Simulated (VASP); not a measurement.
A run of VASP 6.6.1 is set up as follows.

INCAR

```
PREC = Accurate
ENCUT = 520
EDIFF = 1E-6
ISMEAR = -1
SIGMA = 0.1
LREAL = F
LASPH = T
NELM = 100
ALGO = Normal
ISIF = 2
LWAVE = F
LCHARG = T
GGA = CA
LELF = T
LVHAR = T
NBANDS = 14
```

The input KPOINTS:

```
Automatic mesh
0
Gamma
  14 14 4
```

File POSCAR:

```
Al
1.0
    2.7293291045      0.0000000000      0.0000000000
   -1.3646645522      2.3636683398      0.0000000000
    0.0000000000      0.0000000000      9.0499459705
Al
4
Direct
    1.0000000000      0.0000000000      0.0000000000
    1.0000000000      1.0000000000      0.5000000000
    0.3333333333      0.6666666667      0.2500000000
    0.6666666667      0.3333333333      0.7500000000
```

Potentials or basis: VASP PAW LDA potentials, release 64 (Al).

Run with:

```console
$ cat potpaw_LDA.64/Al/POTCAR > POTCAR
$ mpirun -np 1 vasp_std > vasp.out
```

Question: Predict the pressure.

Answer: 8.5 GPa.

Question: What does it give for the band gap on the k mesh?

Answer: Zero (bands 6 and 7 overlap by 5.74 eV).

Stress tensor (GPa, compression positive):
```
8.59 0.00 0.00
0.00 8.59 0.00
0.00 0.00 8.33
```

Caveat: the cell stands under pressure.
